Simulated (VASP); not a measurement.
# Ta4O (P4mm) in VASP: single point with PBE

Aim: the single point of Ta4O with PBE.

All numbers are computed with VASP 6.6.1; they aren't measurements. Logs are shortened: lines on timing, memory, paths and dates and some standing lists are left out, and cuts for length are marked.

## 1. The cell of the first run

The structure is tetragonal, space group P4mm (No. 99). Conventional cell: a = 3.255 Å, b = 3.255 Å, c = 15.041 Å, α = 90.00°, β = 90.00°, γ = 90.00°. Ta (site symmetry 4mm) has 4 O at 2.30 Å and 12 Ta at 3.11 to 3.28 Å within 3.3 Å. Within 3.3 Å of Ta (site symmetry 4mm) lie 4 O at 2.30 Å and 12 Ta at 3.11 to 3.25 Å. Ta (site symmetry 4mm) has 1 O at 2.09 Å and 4 Ta at 2.81 Å within 2.9 Å. Within 2.9 Å of Ta (site symmetry 4mm) lie 1 O at 2.09 Å and 4 Ta at 2.81 Å. Ta (site symmetry 4mm) has 1 O at 2.34 Å and 13 Ta at 2.81 to 3.28 Å within 3.3 Å. Ta (site symmetry 4mm) has 1 O at 2.09 Å and 4 Ta at 2.81 Å within 2.9 Å. Ta (site symmetry 4mm) has 13 Ta at 2.81 to 3.70 Å within 3.7 Å. Ta (site symmetry 4mm) has 14 Ta at 2.81 to 3.70 Å within 3.7 Å.

## 2. Single point, PBE (the distance across one plane changed)

The input, INCAR:

```
SYSTEM = Ta4O
  ALGO = Normal
  EDIFF = 1E-6
  ENCUT = 520
  GGA = PE
  ISIF = 2
  ISMEAR = 0
  LASPH = .True.
  LCHARG = .False.
  LREAL = .False.
  LWAVE = .False.
  NBANDS = 61
  NELM = 60
  PREC = Accurate
  SIGMA = 0.15
```

The input, KPOINTS:

```
k-points
0
Gamma
  14 14 4
  0 0 0
```

The input, POSCAR:

```
Ta4O
1.0
   -3.2547070438      0.0000000000      0.0000000000
    0.0000000000     -3.2547070438      0.0000000000
    0.0000000000      0.0000000000     15.0407733139
Ta O
8 2
Direct
    1.0000000000      1.0000000000      0.0695740299
    1.0000000000      1.0000000000      0.5612632870
    0.5000000000      0.5000000000      0.2086791793
    0.5000000000      0.5000000000      0.7003684364
    0.5000000000      0.5000000000      0.9138473946
    0.5000000000      0.5000000000      0.4221581375
    1.0000000000      0.0000000000      0.8071079155
    1.0000000000      0.0000000000      0.3154186584
    0.5000000000      0.5000000000      0.0695740299
    0.5000000000      0.5000000000      0.5612632870
```

Potentials or basis: VASP PAW PBE potentials, release 64 (Ta_pv, O).

On the command line:

```bash
cat potpaw_PBE.64/Ta_pv/POTCAR potpaw_PBE.64/O/POTCAR > POTCAR
mpirun -np 1 vasp_std > vasp.out
```

OUTCAR:

```text
SYSTEM = Ta4O
   EDIFF = 1E-6
   ENCUT = 520
   GGA = PE
   ISIF = 2
   ISMEAR = 0
   LASPH = .True.
   LREAL = .False.
   NELM = 60
   PREC = Accurate

 ion  position               nearest neighbor table
   1  0.000  0.000  0.070-   9 2.30   9 2.30   9 2.30   9 2.30   3 3.11   3 3.11   3 3.11   3 3.11
                             5 3.28   5 3.28   5 3.28   5 3.28
   2  0.000  0.000  0.561-  10 2.30  10 2.30  10 2.30  10 2.30   4 3.11   4 3.11   4 3.11   4 3.11
                             6 3.11   6 3.11   6 3.11   6 3.11
   3  0.500  0.500  0.209-   9 2.09   8 2.81   8 2.81   8 2.81   8 2.81   1 3.11   1 3.11   1 3.11
                             1 3.11   6 3.21
   4  0.500  0.500  0.700-  10 2.09   7 2.81   7 2.81   7 2.81   7 2.81   2 3.11   2 3.11   2 3.11
                             2 3.11   5 3.21
   5  0.500  0.500  0.914-   9 2.34   7 2.81   7 2.81   7 2.81   7 2.81   4 3.21   1 3.28   1 3.28
                             1 3.28   1 3.28
   6  0.500  0.500  0.422-  10 2.09   8 2.81   8 2.81   8 2.81   8 2.81   2 3.11   2 3.11   2 3.11
                             2 3.11   3 3.21
   7  0.000  0.000  0.807-   4 2.81   5 2.81   4 2.81   5 2.81   4 2.81   5 2.81   4 2.81   5 2.81

   8  0.000  0.000  0.315-   3 2.81   6 2.81   3 2.81   6 2.81   3 2.81   6 2.81   3 2.81   6 2.81

   9  0.500  0.500  0.070-   3 2.09   1 2.30   1 2.30   1 2.30   1 2.30   5 2.34
  10  0.500  0.500  0.561-   4 2.09   6 2.09   2 2.30   2 2.30   2 2.30   2 2.30

  LATTYP: Found a simple tetragonal cell.
 ALAT       =     3.2547070438
 C/A-ratio  =     4.6212372147

  Lattice vectors:

 A1 = (  -3.2547070438,   0.0000000000,   0.0000000000)
 A2 = (   0.0000000000,  -3.2547070438,   0.0000000000)
 A3 = (   0.0000000000,   0.0000000000,  15.0407733139)

Analysis of symmetry for initial positions (statically):
=====================================================================
 Subroutine PRICEL returns:
 Original cell was already a primitive cell.

 Routine SETGRP: Setting up the symmetry group for a
 simple tetragonal supercell.

 Subroutine GETGRP returns: Found  8 space group operations
 (whereof  8 operations were pure point group operations)
 out of a pool of 16 trial point group operations.

The static configuration has the point symmetry C_4v.

Analysis of symmetry for dynamics (positions and initial velocities):
=====================================================================
 Subroutine PRICEL returns:
 Original cell was already a primitive cell.

 Routine SETGRP: Setting up the symmetry group for a
 simple tetragonal supercell.

 Subroutine GETGRP returns: Found  8 space group operations
 (whereof  8 operations were pure point group operations)
 out of a pool of 16 trial point group operations.

The dynamic configuration has the point symmetry C_4v.

 Subroutine INISYM returns: Found  8 space group operations
 (whereof  8 operations are pure point group operations),
 and found     1 'primitive' translations

----------------------------------------------------------------------------------------

                                     Primitive cell

  volume of cell :     159.3287

  direct lattice vectors                    reciprocal lattice vectors
    -3.254707044  0.000000000  0.000000000    -0.307247315  0.000000000  0.000000000
     0.000000000 -3.254707044  0.000000000     0.000000000 -0.307247315  0.000000000
     0.000000000  0.000000000 15.040773314     0.000000000  0.000000000  0.066485943

  length of vectors
     3.254707044  3.254707044 15.040773314     0.307247315  0.307247315  0.066485943

  position of ions in fractional coordinates (direct lattice)
     0.000000000  0.000000000  0.069574030
     0.000000000  0.000000000  0.561263287
     0.500000000  0.500000000  0.208679179
     0.500000000  0.500000000  0.700368436
     0.500000000  0.500000000  0.913847395
     0.500000000  0.500000000  0.422158137
     0.000000000  0.000000000  0.807107915
     0.000000000  0.000000000  0.315418658
     0.500000000  0.500000000  0.069574030
     0.500000000  0.500000000  0.561263287

  ion indices of the primitive-cell ions
   primitive index   ion index
                 1           1
                 2           2
                 3           3
                 4           4
                 5           5
                 6           6
                 7           7
                 8           8
                 9           9
                10          10

----------------------------------------------------------------------------------------

 KPOINTS: k-points

Automatic generation of k-mesh.
 Grid dimensions read from file:
 generate k-points for:   14   14    4

 Generating k-lattice:

  Cartesian coordinates                     Fractional coordinates (reciprocal lattice)
    -0.021946237  0.000000000  0.000000000     0.071428571  0.000000000  0.000000000
     0.000000000 -0.021946237  0.000000000     0.000000000  0.071428571  0.000000000
     0.000000000  0.000000000  0.016621486     0.000000000  0.000000000  0.250000000

  Length of vectors
     0.021946237  0.021946237  0.016621486

  Shift w.r.t. Gamma in fractional coordinates (k-lattice)
     0.000000000  0.000000000  0.000000000

 Subroutine IBZKPT returns following result:
 ===========================================

 Found    108 irreducible k-points:

 Following reciprocal coordinates:
            Coordinates               Weight
  0.000000  0.000000  0.000000      1.000000
  0.071429  0.000000  0.000000      4.000000
  0.142857  0.000000  0.000000      4.000000
  0.214286  0.000000  0.000000      4.000000
  0.285714  0.000000  0.000000      4.000000
  0.357143  0.000000  0.000000      4.000000
[... 16 lines left out ...]
  0.285714  0.214286  0.000000      8.000000
  0.357143  0.214286  0.000000      8.000000
 [... further k-points ...]
   k-points           NKPTS =    108   k-points in BZ     NKDIM =    108   number of bands    NBANDS=     61
   number of dos      NEDOS =    301   number of ions     NIONS =     10
   total plane-waves  NPLWV =  64512
   dimension x,y,z NGX =    24 NGY =   24 NGZ =  112
   dimension x,y,z NGXF=    48 NGYF=   48 NGZF=  224
   ions per type =               8   2
   NGX,Y,Z   is equivalent  to a cutoff of  12.26, 12.26, 12.38 a.u.
   NGXF,Y,Z  is equivalent  to a cutoff of  24.52, 24.52, 24.76 a.u.
 SYSTEM =  Ta4O
   PREC   = accura    normal or accurate (medium, high low for compatibility)
   ISTART =      0    job   : 0-new  1-cont  2-samecut
   ICHARG =      2    charge: 1-file 2-atom 10-const
   ISPIN  =      1    spin polarized calculation?
   LNONCOLLINEAR =      F non collinear calculations
   LSORBIT =      F    spin-orbit coupling
   LASPH  =      T    aspherical Exc in radial PAW
   ENCUT  =  520.0 eV  38.22 Ry    6.18 a.u.   6.05  6.05 27.97*2*pi/ulx,y,z
   NELM   =     60;   NELMIN=  2; NELMDL= -5     # of ELM steps
   EDIFF  = 0.1E-05   stopping-criterion for ELM
   LREAL  =      F    real-space projection
   EDIFFG = 0.1E-04   stopping-criterion for IOM
   NSW    =      0    number of steps for IOM
   IBRION =     -1    ionic relax: 0-MD 1-quasi-New 2-CG
   NFREE  =      0    steps in history (QN), initial steepest desc. (CG)
   ISIF   =      2    stress and relaxation
   ISYM   =      2    0-nonsym 1-usesym 2-fastsym
   POTIM  = 0.5000    time-step for ionic-motion
   TEBEG  =    0.0;   TEEND  =   0.0 temperature during run
   PSTRESS=    0.0 pullay stress
   NELECT =     100.0000    total number of electrons
   NUPDOWN=      -1.0000    fix difference up-down
   EMIN   =  10.00;   EMAX   =-10.00  energy-range for DOS
   EFERMI =   0.00;   METHOD = LEGACY
   ISMEAR =     0;   SIGMA  =   0.15  broadening in eV -4-tet -1-fermi 0-gaus
   EFERMI_NEDOS =   21; number of points for ismear=-14 and -15
   IALGO  =     38    algorithm
   IMIX   =      4    mixing-type and parameters
     AMIX     =   0.40;   BMIX     =  1.00
     AMIX_MAG =   1.60;   BMIX_MAG =  1.00
  volume/ion in A,a.u.               =      15.93       107.52
  Fermi-wavevector in a.u.,A,eV,Ry     =   1.401663  2.648758 26.730798  1.964658
  Thomas-Fermi vector in A             =   2.524502
   LORBIT       =      0    0 simple, 1 ext, 2 COOP (PROOUT), +10 PAW based schemes
   GGA     = PE    functional components
   LHFCALC =     F    Hartree Fock is set to
   AEXX    =    0.0000 exact exchange contribution
   IVDW    =     0    specifies the selected vdW correction
   LEPSILON=     F    determine dielectric tensor
   LRPA    =     F    only Hartree local field effects (RPA)
 non-spin polarized calculation
 Gauss-broadening in eV      SIGMA  =   0.15
  energy-cutoff  :      520.00
  volume of cell :      159.33
 maximum number of plane-waves:      4336
   NGX = 13   NGY = 13   NGZ = 55

 number of electron     100.0000014 magnetization

 Free energy of the ion-electron system (eV)
  ---------------------------------------------------
  ext. energy  EPLUGINS =         0.00000000
  ---------------------------------------------------
  free energy    TOTEN  =      -109.91959881 eV

  energy without entropy =     -109.85981957  energy(sigma->0) =     -109.88970919

 E-fermi :   6.3077     XC(G=0): -12.5256

 val. band max:        6.3036825355   @ k =   0.3571   0.0000   0.0000
 cond. band min:       6.3107255322   @ k =   0.3571   0.1429   0.2500
 fundamental gap:      0.0070429967
 Fermi energy:         6.3076834119

 k-point     1 :       0.0000    0.0000    0.0000
  band No.  band energies     occupation
      1     -29.3440      2.00000
      2     -29.3440      2.00000
      3     -29.2951      2.00000
      4     -29.2951      2.00000
      5     -28.9991      2.00000
      6     -28.9288      2.00000
[... 53 lines left out ...]
     60       7.9126      0.00000
     61       8.1390      0.00000

 k-point     2 :       0.0714    0.0000    0.0000
  band No.  band energies     occupation
      1     -29.3611      2.00000
      2     -29.3421      2.00000
      3     -29.3143      2.00000
      4     -29.2929      2.00000
      5     -28.9972      2.00000
      6     -28.9265      2.00000
[... 1406 lines left out ...]
      5     -28.9513      2.00000
      6     -28.8703      2.00000
[... 53 lines left out ...]
     60       8.8363      0.00000
     61       8.8513      0.00000

 [... further k-points ...]

------------------------ aborting loop because EDIFF is reached ----------------------------------------

  FORCE on cell =-STRESS in cart. coord.  units (eV):
  Direction    XX          YY          ZZ          XY          YZ          ZX
  --------------------------------------------------------------------------------------
  -------------------------------------------------------------------------------------
  Total       -1.8261343     -1.8261343     -4.2587449      0.0000000      0.0000000     -0.0000000
  in kB      -18.3632401    -18.3632401    -42.8250850      0.0000000      0.0000000     -0.0000000
  external PRESSURE =     -26.5171884 kB  Pullay stress =       0.0000000 kB

 VOLUME and BASIS-vectors are now :
 -----------------------------------------------------------------------------
  energy-cutoff  :      520.00
  volume of cell :      159.33
      direct lattice vectors                 reciprocal lattice vectors
    -3.254707044  0.000000000  0.000000000    -0.307247315  0.000000000  0.000000000
     0.000000000 -3.254707044  0.000000000     0.000000000 -0.307247315  0.000000000
     0.000000000  0.000000000 15.040773314     0.000000000  0.000000000  0.066485943

 POSITION                                       TOTAL-FORCE (eV/Angst)
 -----------------------------------------------------------------------------------
      0.00000      0.00000      1.04645        -0.000000     -0.000000     -0.361610
      0.00000      0.00000      8.44183        -0.000000     -0.000000      0.010486
     -1.62735     -1.62735      3.13870        -0.000000      0.000000     -0.032200
     -1.62735     -1.62735     10.53408        -0.000000     -0.000000      0.106912
     -1.62735     -1.62735     13.74497         0.000000      0.000000      1.530234
     -1.62735     -1.62735      6.34958        -0.000000     -0.000000     -0.118937
      0.00000      0.00000     12.13953        -0.000000     -0.000000      0.135105
      0.00000      0.00000      4.74414        -0.000000     -0.000000      0.023445
     -1.62735     -1.62735      1.04645        -0.000000     -0.000000     -1.299298
     -1.62735     -1.62735      8.44183        -0.000000      0.000000      0.005862
 -----------------------------------------------------------------------------------
    total drift:                               -0.000000      0.000000     -0.000952

  FREE ENERGIE OF THE ION-ELECTRON SYSTEM (eV)
  ---------------------------------------------------
  free  energy   TOTEN  =      -109.9195988113 eV

  energy  without entropy=     -109.8598195662  energy(sigma->0) =     -109.88970919
```

Run time: 26 min. Hardware: 1 thread of AMD EPYC 7R13, shared host; peak memory 0.73 GiB.

What came out:

```
Free energy            : -109.9196 eV
Pressure               : -2.7 GPa
Largest force          : 1.530 eV/Å
Band gap on the k mesh : zero (bands 50 and 51 overlap by 0.97 eV)
```

Forces on the atoms (eV/Å):
```
Ta   0.000  0.000 -0.362
Ta   0.000  0.000  0.010
Ta   0.000  0.000 -0.032
Ta   0.000  0.000  0.107
Ta   0.000  0.000  1.530
Ta   0.000  0.000 -0.119
Ta   0.000  0.000  0.135
Ta   0.000  0.000  0.023
O    0.000  0.000 -1.299
O    0.000  0.000  0.006
```

Levels at points of the mesh, in eV from the Fermi level:
```csv
k point,band 46,band 47,band 48,band 49,band 50,band 51,band 52,band 53,band 54,band 55
"(0.00, 0.00, 0.00)",-0.52,-0.32,-0.30,-0.30,0.15,0.55,0.64,0.64,0.89,0.97
"(0.50, 0.00, 0.00)",-0.96,-0.74,-0.68,-0.31,0.24,0.90,0.92,1.08,1.26,1.31
"(0.50, 0.50, 0.00)",-1.51,-0.74,-0.74,-0.01,-0.01,1.63,1.79,1.81,1.81,2.18
"(0.00, 0.00, 0.50)",-0.51,-0.31,-0.31,-0.07,-0.01,0.59,0.72,0.72,0.76,0.82
"(0.50, 0.00, 0.50)",-1.03,-0.82,-0.76,0.11,0.33,0.72,0.92,1.00,1.01,1.14
"(0.50, 0.50, 0.50)",-1.62,-0.46,-0.46,-0.30,-0.30,1.63,1.79,2.18,2.18,2.34
```

Caveat: the cell differs from its parent crystal (the distance across one plane changed); spin-orbit coupling is left out, which moves the levels of the heavy elements; forces of over 1 eV/Å act on the atoms, so gaps and moduli don't describe the material at rest.
